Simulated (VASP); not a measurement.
# LiCl2 (P4_2/mmc) in VASP: notebook, part 2 of 2

VASP 6.6.1. The steps go on from the part before.

## 4. Relaxation of cell and atoms, PBE

This run uses another cell than the first one, of 38.88 Å³/atom.

Contents of INCAR:

```
PREC = Accurate
ENCUT = 750
EDIFF = 1E-7
ISMEAR = 0
SIGMA = 0.1
LREAL = F
LASPH = T
NELM = 120
ALGO = Normal
ISIF = 3
LWAVE = F
LCHARG = F
GGA = PE
IBRION = 2
NSW = 100
EDIFFG = -0.01
GGA_COMPAT = F
NELMIN = 4
```

Contents of KPOINTS:

```
Automatic mesh
0
Gamma
  8 8 4
```

Contents of POSCAR:

```
LiCl2
1.0
    5.0174651784      0.0000000000      0.0000000000
    0.0000000000      5.0174651784      0.0000000000
    0.0000000000      0.0000000000      9.2653212544
Li Cl
2 4
Direct
    0.5000000000      0.5000000000      0.0000000000
    0.5000000000      0.5000000000      0.5000000000
    0.2495797629      0.0000000000      0.0000000000
    0.7504202371      0.0000000000      0.0000000000
    0.0000000000      0.2495797629      0.5000000000
    0.0000000000      0.7504202371      0.5000000000
```

Potentials or basis: VASP PAW PBE potentials, release 64 (Li_sv, Cl).

Run with:

```sh
cat potpaw_PBE.64/Li_sv/POTCAR potpaw_PBE.64/Cl/POTCAR > POTCAR
mpirun -np 1 vasp_std > vasp.out
```

OUTCAR:

```text
PREC = Accurate
   ENCUT = 750
   EDIFF = 1E-7
   ISMEAR = 0
   LREAL = F
   LASPH = T
   NELM = 120
   ISIF = 3
   GGA = PE
   IBRION = 2
   NSW = 100
   EDIFFG = -0.01
   NELMIN = 4

 ion  position               nearest neighbor table
   1  0.500  0.500  0.000-
   2  0.500  0.500  0.500-
   3  0.250  0.000  0.000-   4 2.50   4 2.51
   4  0.750  0.000  0.000-   3 2.50   3 2.51
   5  0.000  0.250  0.500-   6 2.50   6 2.51
   6  0.000  0.750  0.500-   5 2.50   5 2.51

  LATTYP: Found a simple tetragonal cell.
 ALAT       =     5.0174651784
 C/A-ratio  =     1.8466139624

  Lattice vectors:

 A1 = (   5.0174651784,   0.0000000000,   0.0000000000)
 A2 = (   0.0000000000,   5.0174651784,   0.0000000000)
 A3 = (   0.0000000000,   0.0000000000,   9.2653212544)

Analysis of symmetry for initial positions (statically):
=====================================================================
 Subroutine PRICEL returns:
 Original cell was already a primitive cell.
[... 189 lines left out ...]
  -------------------------------------------------------------------------------------
  Total       -0.6978657     -0.6978657      0.3443244      0.0000000      0.0000000      0.0000000
  in kB       -4.7935051     -4.7935051      2.3650983      0.0000000      0.0000000      0.0000000
  external PRESSURE =      -2.4073040 kB  Pullay stress =       0.0000000 kB
[... 101 lines left out ...]
  FREE ENERGIE OF THE ION-ELECTRON SYSTEM (eV)
  ---------------------------------------------------
  free  energy   TOTEN  =       -15.8223719352 eV

  energy  without entropy=      -15.7941753835  energy(sigma->0) =      -15.80827366

[... ionic steps 4 to 15 ...]

--------------------------------------- Ionic step       16  -------------------------------------------

 number of electron      34.0000012 magnetization

------------------------ aborting loop because EDIFF is reached ----------------------------------------
[... 75 lines left out ...]
--------------------------------------- Ionic step       18  -------------------------------------------

 number of electron      33.9999988 magnetization

 Free energy of the ion-electron system (eV)
  ---------------------------------------------------
  ext. energy  EPLUGINS =         0.00000000
  ---------------------------------------------------
  free energy    TOTEN  =       -15.85458436 eV

  energy without entropy =      -15.82638534  energy(sigma->0) =      -15.84048485

 E-fermi :  -1.1776     XC(G=0):  -4.7883

 val. band max:       -1.1780296821   @ k =   0.2500   0.2500   0.2500
 cond. band min:      -1.1775595033   @ k =   0.2500   0.2500   0.5000
 fundamental gap:      0.0004701788
 Fermi energy:        -1.1775896645

 k-point     1 :       0.0000    0.0000    0.0000
  band No.  band energies     occupation
      1     -49.2332      2.00000
      2     -49.2331      2.00000
      3     -17.6033      2.00000
      4     -17.6026      2.00000
      5     -15.0568      2.00000
      6     -15.0568      2.00000
[... 565 lines left out ...]
     20       2.3661      0.00000
     21       2.5397      0.00000

 [... further k-points ...]
[... 5 lines left out ...]
  --------------------------------------------------------------------------------------
  -------------------------------------------------------------------------------------
  Total        0.0061596      0.0061596     -0.0029799     -0.0000000      0.0000000      0.0000000
  in kB        0.0334451      0.0334451     -0.0161802     -0.0000000      0.0000000      0.0000000
  external PRESSURE =       0.0169033 kB  Pullay stress =       0.0000000 kB
[... 21 lines left out ...]
  FREE ENERGIE OF THE ION-ELECTRON SYSTEM (eV)
  ---------------------------------------------------
  free  energy   TOTEN  =       -15.8545843568 eV

  energy  without entropy=      -15.8263853384  energy(sigma->0) =      -15.84048485

 reached required accuracy - stopping structural energy minimisation
```

Run time: 45 min. Hardware: 1 thread of AMD EPYC 9R45 (Zen 5), shared host; peak memory 0.64 GiB.

What came out:

| Property | Result |
| --- | --- |
| Free energy | -15.8546 eV |
| Relaxed cell | a = 4.988 Å, b = 4.988 Å, c = 11.860 Å, α = 90.00°, β = 90.00°, γ = 90.00° |
| Space group after relaxing (to 0.1 Å) | P4_2/mmc (No. 131) |
| Energy gained by relaxing | 6.5 meV/atom |
| Ionic steps | 18 |
| Pressure after relaxing | 0.0 GPa |
| Largest force after relaxing | 0.010 eV/Å |
| Band gap on the k mesh | zero (bands 17 and 18 overlap by 4.59 eV) |

Forces on the atoms (eV/Å):
```
Li   0.000  0.000  0.000
Li   0.000  0.000  0.000
Cl   0.010  0.000  0.000
Cl  -0.010  0.000  0.000
Cl   0.000  0.010  0.000
Cl   0.000 -0.010  0.000
```

The path:
| step | energy change (eV) | largest force (eV/Å) | pressure (GPa) | volume (Å³) |
| --- | --- | --- | --- | --- |
| 1 | 0.0000 | 0.0097 | -0.24 | 233.25 |
| 2 | -0.0059 | 0.0120 | 0.00 | 231.28 |
| 3 | -0.0065 | 0.0127 | 0.11 | 230.42 |
| 4 | -0.0075 | 0.0025 | 0.10 | 231.15 |
| 5 | -0.0100 | 0.0480 | 0.09 | 233.33 |
| 6 | -0.0133 | 0.1382 | 0.07 | 237.69 |
| 7 | -0.0132 | 0.3170 | 0.03 | 246.45 |
| 8 | -0.0143 | 0.2347 | 0.05 | 242.41 |
| 9 | -0.0146 | 0.2328 | 0.05 | 242.66 |
| 10 | -0.0155 | 0.2269 | 0.04 | 243.43 |
| 11 | -0.0173 | 0.2149 | 0.04 | 244.95 |
| 12 | -0.0205 | 0.1908 | 0.03 | 247.99 |
| 13 | -0.0260 | 0.1432 | 0.02 | 254.09 |
| 14 | -0.0334 | 0.0485 | -0.01 | 266.31 |
| 15 | -0.0364 | 0.1373 | -0.05 | 290.87 |
| 16 | -0.0370 | 0.0911 | -0.05 | 284.73 |
| 17 | -0.0384 | 0.0433 | -0.02 | 289.69 |
| 18 | -0.0387 | 0.0095 | 0.00 | 295.07 |

Final structure:
```
CELL_PARAMETERS angstrom
4.98801 0.00000 0.00000
0.00000 4.98801 0.00000
0.00000 0.00000 11.85978
ATOMIC_POSITIONS crystal
Li 0.50000 0.50000 0.00000
Li 0.50000 0.50000 0.50000
Cl 0.24934 0.00000 0.00000
Cl 0.75066 0.00000 0.00000
Cl 0.00000 0.24934 0.50000
Cl 0.00000 0.75066 0.50000
```

Caveat: the volume moved by over 15 % at a fixed basis, so the end points are rough.
